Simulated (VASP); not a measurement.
Al19Cu: single point with r2SCAN+rVV10

The system is Al19Cu, a slab with vacuum.

```
Al Cu
1.0
     5.63722    0.00000    0.00000
    -2.81861    4.88197    0.00000
     0.00000    0.00000   21.20554
Al Cu
19 1
Direct
  0.00000 0.00000 0.28172
  0.00071 0.50035 0.28153
  0.49965 0.99929 0.28153
  0.49965 0.50035 0.28153
  0.33354 0.16677 0.39211
  0.33333 0.66667 0.39173
  0.83323 0.16677 0.39211
  0.83323 0.66646 0.39211
  0.66667 0.33333 0.50095
  0.66555 0.83277 0.50087
  0.16723 0.33445 0.50087
  0.16723 0.83277 0.50087
  0.99918 0.49959 0.61034
  0.00000 0.00000 0.60811
  0.50041 0.49959 0.61034
  0.50041 0.00082 0.61034
  0.33145 0.16573 0.71904
  0.83427 0.66855 0.71904
  0.83427 0.16573 0.71904
  0.33333 0.66667 0.70581
```

```yaml
Program: VASP 6.6.1
Task: single point
Functional: r2SCAN
Dispersion: rVV10
Potentials_or_basis: VASP PAW PBE potentials, release 64 (Al, Cu)
Cutoff: 520 eV
k_mesh: 9 × 9 × 1
Occupations: methfessel-paxton, width 0.1 eV
Spin: no spin polarisation
```

```yaml
Largest_force: 0.011 eV/Å
Band_gap_on_the_k_mesh: zero (bands 34 and 35 overlap by 1.75 eV)
```

Forces in eV/Å, atoms in the order of the input:
```
Al   0.000  0.000  0.006
Al  -0.005 -0.003  0.007
Al   0.000  0.005  0.007
Al   0.005 -0.003  0.007
Al   0.000  0.000  0.000
Al   0.000  0.000  0.000
Al   0.000  0.000  0.000
Al   0.000  0.000  0.000
Al   0.000  0.000 -0.002
Al   0.000  0.000 -0.001
Al   0.000  0.000 -0.001
Al   0.000  0.000 -0.001
Al  -0.003 -0.002 -0.007
Al   0.000  0.000  0.001
Al   0.003 -0.002 -0.007
Al   0.000  0.004 -0.007
Al   0.005  0.003 -0.004
Al   0.000 -0.005 -0.004
Al  -0.005  0.003 -0.004
Cu   0.000  0.000  0.011
```

Levels at points of the mesh, in eV from the Fermi level:
```
           k point  band 31  band 32  band 33  band 34  band 35  band 36  band 37  band 38  band 39  band 40
(0.00, 0.00, 0.00)    -1.72    -1.72    -1.22    -1.14    -1.14    -0.93     0.31     0.49     0.49     0.69
```

Run time: 94 min on 1 thread of Intel(R) Xeon(R) Platinum 8259CL CPU @ 2.50GHz (Skylake/Cascade Lake), with other jobs on the host, peak memory 1.8 GiB.

Caveat: the PAW data sets were made with another functional, which shifts forces and pressure a little.
